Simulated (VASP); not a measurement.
# Ga7BAs8 (P1) in VASP: relaxation of volume and atoms at fixed shape with PBEsol

Aim: the relaxation of volume and atoms at fixed shape of Ga7BAs8 with PBEsol.

All numbers are computed with VASP 6.6.1; they aren't measurements. Logs are shortened: lines on timing, memory, paths and dates and some standing lists are left out, and cuts for length are marked.

## Step 1: The cell of the first run

The typed cell holds 64 atoms: a = 11.106 Å, b = 11.106 Å, c = 11.106 Å, α = 90.00°, β = 90.00°, γ = 90.00°.

## Step 2: Relaxation of volume and atoms at fixed shape, PBEsol

INCAR reads:

```
  PREC = Accurate
  ENCUT = 560
  EDIFF = 1E-7
  ISMEAR = -1
  SIGMA = 0.05
  LREAL = Auto
  LASPH = T
  NELM = 120
  ALGO = Normal
  ISIF = 8
  LWAVE = F
  LCHARG = F
  GGA = PS
  IBRION = 2
  NSW = 100
  EDIFFG = -0.03
  ISYM = -1
  GGA_COMPAT = F
  NELMIN = 4
  KPAR = 1
```

KPOINTS reads:

```
explicit points
1
Reciprocal
  0.25000000   0.25000000   0.25000000 1
```

POSCAR reads:

```
Ga7BAs8
1.0
   11.1058920000      0.0000000000      0.0000000000
    0.0000000000     11.1058920000      0.0000000000
    0.0000000000      0.0000000000     11.1058920000
Ga B As
28 4 32
Direct
    0.0015150000      0.9995020000      0.0019830000
    0.9994600000      0.0020840000      0.5004160000
    0.0001770000      0.4995320000      0.9955480000
    0.0006530000      0.5029490000      0.4992990000
    0.4980530000      0.0011360000      0.9976670000
    0.4989830000      0.9997380000      0.4999060000
    0.4983590000      0.5004320000      0.4986270000
    0.2552170000      0.2496950000      0.5028170000
    0.2481780000      0.7497570000      0.4982580000
    0.7502950000      0.2525040000      0.4974560000
    0.7517440000      0.7495110000      0.9974210000
    0.7519730000      0.7493340000      0.4973960000
    0.2491860000      0.0001560000      0.2471850000
    0.2487580000      0.0007460000      0.7506040000
    0.2492410000      0.4995780000      0.2479420000
    0.2498200000      0.4969270000      0.7486590000
    0.7481910000      0.9976870000      0.2465900000
    0.7532290000      0.0048870000      0.7508070000
    0.7524050000      0.4991510000      0.2477490000
    0.7542540000      0.5018770000      0.7516060000
    0.9987130000      0.2499490000      0.2545450000
    0.9996900000      0.2500520000      0.7512130000
    0.9996530000      0.7505620000      0.2514370000
    0.9993400000      0.7515320000      0.7487630000
    0.5031930000      0.2530090000      0.2493040000
    0.4981620000      0.2481820000      0.7509350000
    0.4986990000      0.7471680000      0.2503950000
    0.5024990000      0.7476990000      0.7493350000
    0.4971580000      0.5022470000      0.0001860000
    0.2526130000      0.2520310000      0.0011460000
    0.2482620000      0.7503860000      0.9987200000
    0.7506130000      0.2478710000      0.9974730000
    0.1268520000      0.1259590000      0.1272680000
    0.1238620000      0.1242970000      0.6275410000
    0.1258940000      0.6270360000      0.1233020000
    0.1255820000      0.6234510000      0.6208710000
    0.6238310000      0.1230490000      0.1261680000
    0.6225420000      0.1248810000      0.6245260000
    0.6268270000      0.6226000000      0.1245540000
    0.6276330000      0.6254610000      0.6247340000
    0.3737760000      0.3752310000      0.1276710000
    0.3764960000      0.3767830000      0.6257470000
    0.3756510000      0.8724830000      0.1239680000
    0.3764450000      0.8762860000      0.6242520000
    0.8760920000      0.3762860000      0.1256200000
    0.8738000000      0.3732760000      0.6252760000
    0.8721450000      0.8739490000      0.1251890000
    0.8762370000      0.8755380000      0.6230760000
    0.3722000000      0.1237450000      0.3760090000
    0.3769330000      0.1231330000      0.8731090000
    0.3740000000      0.6219770000      0.3772980000
    0.3730290000      0.6226630000      0.8771510000
    0.8766800000      0.1201520000      0.3729580000
    0.8724610000      0.1233460000      0.8720310000
    0.8754390000      0.6234660000      0.3735730000
    0.8742460000      0.6299030000      0.8745550000
    0.1256390000      0.3720560000      0.3759220000
    0.1266250000      0.3757700000      0.8717660000
    0.1237390000      0.8725280000      0.3715660000
    0.1250960000      0.8768350000      0.8740180000
    0.6247270000      0.3782570000      0.3761010000
    0.6252840000      0.3726060000      0.8742520000
    0.6248970000      0.8746800000      0.3742130000
    0.6227210000      0.8730200000      0.8762570000
```

Potentials or basis: VASP PAW PBE potentials, release 64 (Ga_d, B, As).

The run is started by

```bash
> cat potpaw_PBE.64/Ga_d/POTCAR potpaw_PBE.64/B/POTCAR potpaw_PBE.64/As/POTCAR > POTCAR
> mpirun -np 4 vasp_std > vasp.out
```

OUTCAR:

```text
PREC = Accurate
   ENCUT = 560
   EDIFF = 1E-7
   ISMEAR = -1
   LREAL = Auto
   LASPH = T
   NELM = 120
   ISIF = 8
   GGA = PS
   IBRION = 2
   NSW = 100
   EDIFFG = -0.03
   ISYM = -1
   NELMIN = 4

 ion  position               nearest neighbor table
   1  0.002  1.000  0.002-  60 2.40  33 2.42  47 2.43  54 2.46
   2  0.999  0.002  0.500-  53 2.36  48 2.39  34 2.40  59 2.45
   3  0.000  0.500  0.996-  58 2.40  56 2.42  45 2.42  35 2.44
   4  0.001  0.503  0.499-  36 2.35  55 2.38  57 2.43  46 2.45
   5  0.498  0.001  0.998-  50 2.36  64 2.40  37 2.41  43 2.42
   6  0.499  1.000  0.500-  44 2.37  38 2.39  49 2.40  63 2.42
[... 56 lines left out ...]
  63  0.625  0.875  0.374-  17 2.40  12 2.41   6 2.42  27 2.42
  64  0.623  0.873  0.876-  28 2.39  11 2.40   5 2.40  18 2.49

IMPORTANT INFORMATION: All symmetrisations will be switched off!
NOSYMM: (Re-)initialisation of all symmetry stuff for point group C_1.

----------------------------------------------------------------------------------------

                                     Primitive cell

  volume of cell :    1369.8100

  direct lattice vectors                    reciprocal lattice vectors
    11.105892000  0.000000000  0.000000000     0.090042295  0.000000000  0.000000000
     0.000000000 11.105892000  0.000000000     0.000000000  0.090042295  0.000000000
     0.000000000  0.000000000 11.105892000     0.000000000  0.000000000  0.090042295

  length of vectors
    11.105892000 11.105892000 11.105892000     0.090042295  0.090042295  0.090042295

  position of ions in fractional coordinates (direct lattice)
     0.001515000  0.999502000  0.001983000
     0.999460000  0.002084000  0.500416000
     0.000177000  0.499532000  0.995548000
     0.000653000  0.502949000  0.499299000
     0.498053000  0.001136000  0.997667000
     0.498983000  0.999738000  0.499906000
[... 56 lines left out ...]
     0.624897000  0.874680000  0.374213000
     0.622721000  0.873020000  0.876257000

  ion indices of the primitive-cell ions
   primitive index   ion index
                 1           1
                 2           2
                 3           3
                 4           4
                 5           5
                 6           6
[... 56 lines left out ...]
                63          63
                64          64

----------------------------------------------------------------------------------------

 KPOINTS: explicit points

Read explicit list of k-points.

 Found      1 k-points:

 Following reciprocal coordinates:
[... 52 lines left out ...]
 non-spin polarized calculation
  energy-cutoff  :      560.00
  volume of cell :     1369.81
 maximum number of plane-waves:     41242
 NGX is ok and might be reduce to    90
   NGX = 43   NGY = 43   NGZ = 43

--------------------------------------- Ionic step        1  -------------------------------------------

 number of electron     535.9999981 magnetization

 Free energy of the ion-electron system (eV)
  ---------------------------------------------------
  ext. energy  EPLUGINS =         0.00000000
  ---------------------------------------------------
  free energy    TOTEN  =      -294.49511928 eV

  energy without entropy =     -294.49510736  energy(sigma->0) =     -294.49511332

------------------------ aborting loop because EDIFF is reached ----------------------------------------

  FORCE on cell =-STRESS in cart. coord.  units (eV):
  Direction    XX          YY          ZZ          XY          YZ          ZX
  --------------------------------------------------------------------------------------
  -------------------------------------------------------------------------------------
  Total       11.1226803     10.9458854     10.1794468     -8.0630266     -5.8728120     -5.4722084
  in kB       13.0094729     12.8026874     11.9062342     -9.4307957     -6.8690447     -6.4004848
  external PRESSURE =      12.5727982 kB  Pullay stress =       0.0000000 kB
[... 275 lines left out ...]
  FREE ENERGIE OF THE ION-ELECTRON SYSTEM (eV)
  ---------------------------------------------------
  free  energy   TOTEN  =      -297.8117976016 eV

  energy  without entropy=     -297.8117272378  energy(sigma->0) =     -297.81176242

 E-fermi :   4.5160     XC(G=0):  -9.9175

 val. band max:        3.9539093419   @ k =   0.2500   0.2500   0.2500
 cond. band min:       5.0658841427   @ k =   0.2500   0.2500   0.2500
 fundamental gap:      1.1119748008
 Fermi energy:         4.5160086704

 k-point     1 :       0.2500    0.2500    0.2500
  band No.  band energies     occupation
      1     -10.9515      2.00000
      2     -10.9453      2.00000
      3     -10.9399      2.00000
      4     -10.9323      2.00000
      5     -10.9221      2.00000
      6     -10.9194      2.00000
[... 272 lines left out ...]
    279       6.1630      0.00000
    280       6.3081      0.00000
 [bands above 280 left out]

[... ionic steps 4 to 17 ...]

--------------------------------------- Ionic step       18  -------------------------------------------

 number of electron     535.9999751 magnetization

------------------------ aborting loop because EDIFF is reached ----------------------------------------
[... 191 lines left out ...]
--------------------------------------- Ionic step       20  -------------------------------------------

 number of electron     535.9999771 magnetization

 Free energy of the ion-electron system (eV)
  ---------------------------------------------------
  ext. energy  EPLUGINS =         0.00000000
  ---------------------------------------------------
  free energy    TOTEN  =      -299.74636419 eV

  energy without entropy =     -299.74629913  energy(sigma->0) =     -299.74633166

 E-fermi :   4.4097     XC(G=0):  -9.8886

 val. band max:        3.8593788214   @ k =   0.2500   0.2500   0.2500
 cond. band min:       4.9347953134   @ k =   0.2500   0.2500   0.2500
 fundamental gap:      1.0754164920
 Fermi energy:         4.4096723341

 k-point     1 :       0.2500    0.2500    0.2500
  band No.  band energies     occupation
      1     -10.9221      2.00000
      2     -10.8954      2.00000
      3     -10.8886      2.00000
      4     -10.8824      2.00000
      5     -10.8792      2.00000
      6     -10.8751      2.00000
[... 272 lines left out ...]
    279       6.1333      0.00000
    280       6.2251      0.00000
 [bands above 280 left out]

------------------------ aborting loop because EDIFF is reached ----------------------------------------

  FORCE on cell =-STRESS in cart. coord.  units (eV):
  Direction    XX          YY          ZZ          XY          YZ          ZX
  --------------------------------------------------------------------------------------
  -------------------------------------------------------------------------------------
  Total       -0.7256498     -0.7516462      1.7442342     -7.0835879     -6.9798835     -6.9795162
  in kB       -0.8494421     -0.8798734      2.0417921     -8.2920135     -8.1706177     -8.1701877
  external PRESSURE =       0.1041589 kB  Pullay stress =       0.0000000 kB
[... 79 lines left out ...]
  FREE ENERGIE OF THE ION-ELECTRON SYSTEM (eV)
  ---------------------------------------------------
  free  energy   TOTEN  =      -299.7463641875 eV

  energy  without entropy=     -299.7462991337  energy(sigma->0) =     -299.74633166

 reached required accuracy - stopping structural energy minimisation
```

Wall time 81 min (4 MPI ranks of Intel Xeon Platinum 8259CL at 2.50GHz (Skylake/Cascade Lake), shared host); peak memory 0.63 GiB.

Results:

| Property | Result |
| --- | --- |
| Free energy | -299.7464 eV |
| Relaxed volume | 21.39 Å³/atom |
| Relaxed cell | a = 11.103 Å, b = 11.103 Å, c = 11.103 Å, α = 90.00°, β = 90.00°, γ = 90.00° |
| Space group after relaxing (to 0.1 Å) | Cm (No. 8) |
| Energy gained by relaxing | 82.1 meV/atom |
| Ionic steps | 20 |
| Pressure after relaxing | 0.0 GPa |
| Largest force after relaxing | 0.025 eV/Å |
| Band gap on the k mesh | 1.08 eV |

Forces on the atoms (eV/Å):
```
Ga  -0.004 -0.006 -0.005
Ga  -0.007 -0.004 -0.013
Ga  -0.013  0.002  0.007
Ga  -0.014  0.006  0.001
Ga  -0.004 -0.004  0.003
Ga   0.007 -0.002 -0.007
Ga   0.010  0.007  0.000
Ga  -0.014 -0.020 -0.001
Ga   0.003  0.001 -0.007
Ga   0.002 -0.005 -0.008
Ga   0.002  0.003  0.018
Ga   0.003  0.003  0.008
Ga  -0.009 -0.009 -0.001
Ga   0.003 -0.001 -0.004
Ga   0.002  0.001  0.009
Ga  -0.010  0.002 -0.011
Ga  -0.010  0.005 -0.001
Ga   0.005 -0.009  0.003
Ga   0.011 -0.007 -0.001
Ga   0.001 -0.001 -0.009
Ga  -0.012 -0.009 -0.003
Ga  -0.004  0.009  0.008
Ga   0.016 -0.014  0.007
Ga  -0.010 -0.006 -0.002
Ga   0.000  0.004  0.007
Ga  -0.003 -0.012 -0.015
Ga   0.005  0.008 -0.002
Ga  -0.013 -0.015 -0.003
B   -0.013 -0.001 -0.008
B   -0.007 -0.007  0.012
B   -0.006  0.009 -0.004
B   -0.005  0.000 -0.016
As  -0.004 -0.004 -0.007
As   0.006  0.005  0.008
As   0.007  0.004 -0.004
As   0.007 -0.006  0.009
As   0.003  0.015 -0.011
As   0.002 -0.004 -0.002
As   0.003  0.007 -0.010
As   0.005 -0.002  0.001
As   0.001  0.001 -0.009
As  -0.016  0.002  0.010
As  -0.002  0.005 -0.001
As  -0.001  0.003  0.009
As   0.018  0.001  0.006
As   0.004  0.007 -0.008
As   0.001  0.008 -0.008
As  -0.006 -0.005  0.001
As  -0.006  0.003  0.002
As   0.004 -0.008  0.018
As  -0.003 -0.002  0.010
As   0.005  0.011 -0.001
As   0.011 -0.003  0.011
As   0.001 -0.001 -0.005
As   0.005  0.006  0.002
As   0.008 -0.001 -0.002
As   0.007 -0.001  0.005
As   0.003 -0.004  0.011
As   0.005 -0.001 -0.001
As   0.005  0.013 -0.010
As   0.001  0.007  0.004
As   0.008  0.001  0.007
As   0.004  0.016  0.003
As   0.002 -0.003  0.004
```

Step by step:
| step | energy change (eV) | largest force (eV/Å) | pressure (GPa) | volume (Å³) |
| --- | --- | --- | --- | --- |
| 1 | 0.0000 | 2.8550 | 1.26 | 1369.81 |
| 2 | -2.8458 | 1.4465 | -1.22 | 1403.38 |
| 3 | -3.3167 | 1.0146 | -2.35 | 1423.71 |
| 4 | -4.5248 | 0.9267 | 0.36 | 1365.87 |
| 5 | -4.5374 | 0.9370 | 0.70 | 1359.53 |
| 6 | -5.0097 | 0.3757 | 0.22 | 1366.16 |
| 7 | -5.0553 | 0.5071 | 0.06 | 1368.96 |
| 8 | -5.1907 | 0.2333 | -0.18 | 1372.55 |
| 9 | -5.2052 | 0.2026 | -0.28 | 1374.25 |
| 10 | -5.2276 | 0.1020 | 0.21 | 1365.08 |
| 11 | -5.2276 | 0.0997 | 0.19 | 1365.50 |
| 12 | -5.2383 | 0.0692 | 0.00 | 1368.91 |
| 13 | -5.2386 | 0.0683 | -0.03 | 1369.49 |
| 14 | -5.2430 | 0.0454 | -0.03 | 1369.42 |
| 15 | -5.2444 | 0.0589 | -0.02 | 1369.36 |
| 16 | -5.2476 | 0.0407 | 0.03 | 1368.32 |
| 17 | -5.2481 | 0.0523 | 0.07 | 1367.64 |
| 18 | -5.2500 | 0.0411 | -0.05 | 1369.78 |
| 19 | -5.2500 | 0.0421 | -0.05 | 1369.74 |
| 20 | -5.2512 | 0.0250 | 0.01 | 1368.69 |

Final structure:
```xyz
64
Lattice="11.1029 0.0000 0.0000 0.0000 11.1029 0.0000 0.0000 0.0000 11.1029" Properties=species:S:1:pos:R:3 pbc="T T T"
Ga    0.0664    0.0646    0.0151
Ga    0.0073    0.0066    5.5623
Ga    0.0574    5.4898    0.0117
Ga   11.0993    5.5510    5.5292
Ga    5.4919    0.0554    0.0129
Ga    5.5561   11.0925    5.5299
Ga    5.5628    5.5576    5.5593
Ga    2.7650    2.7586    5.5394
Ga    2.7747    8.3381    5.5593
Ga    8.3402    2.7744    5.5612
Ga    8.2515    8.2509   11.0882
Ga    8.3384    8.3325    5.5363
Ga    2.7901   11.0994    2.6447
Ga    2.7899   11.0874    8.4475
Ga    2.8261    5.5519    2.6403
Ga    2.8302    5.5441    8.4406
Ga    8.3481    0.0532    2.7144
Ga    8.3344    0.0676    8.3869
Ga    8.2604    5.4956    2.6681
Ga    8.2829    5.5130    8.4300
Ga   11.1017    2.7881    2.6448
Ga   11.0912    2.7870    8.4443
Ga    0.0564    8.3472    2.7115
Ga    0.0700    8.3321    8.3889
Ga    5.5551    2.8226    2.6395
Ga    5.5483    2.8258    8.4439
Ga    5.4943    8.2569    2.6678
Ga    5.5166    8.2845    8.4279
B     5.4707    5.4658   11.1013
B     2.8309    2.8299   11.0655
B     2.8366    8.2277    0.0034
B     8.2340    2.8314    0.0057
As    1.6019    1.5996    1.2213
As    1.3660    1.3619    7.0147
As    1.5379    7.0682    1.2408
As    1.4107    6.9058    6.9730
As    7.0716    1.5339    1.2419
As    6.9072    1.4084    6.9738
As    6.7186    6.7165    1.2108
As    6.9349    6.9329    6.9858
As    4.1526    4.1497    1.1035
As    4.1792    4.1720    6.9635
As    4.0231    9.5451    1.2075
As    4.1725    9.7190    6.9873
As    9.5471    4.0218    1.2081
As    9.7208    4.1720    6.9891
As    9.7097    9.7079    1.3462
As    9.7395    9.7357    7.0010
As    4.1854    1.3788    4.0757
As    4.0239    1.5585    9.8647
As    4.1538    6.9164    4.1524
As    4.1949    6.8935    9.9838
As    9.7556    1.4011    4.1328
As    9.5342    1.5758    9.8928
As    9.7078    6.9158    4.0611
As    9.7513    6.9096    9.7292
As    1.3847    4.1784    4.0769
As    1.5597    4.0230    9.8637
As    1.4017    9.7555    4.1330
As    1.5784    9.5299    9.8948
As    6.9209    4.1502    4.1499
As    6.8966    4.1900    9.9858
As    6.9192    9.6999    4.0616
As    6.9113    9.7518    9.7286
```

Levels at points of the mesh, in eV from the valence-band top:
```
           k point  band 265  band 266  band 267  band 268  band 269  band 270  band 271  band 272
(0.25, 0.25, 0.25)     -0.50     -0.45     -0.02      0.00      1.08      1.51      1.65      1.68
```

Caveat: the PAW data sets were made with another functional, which shifts forces and pressure a little; a shifted mesh leaves out Γ, where band edges can lie.
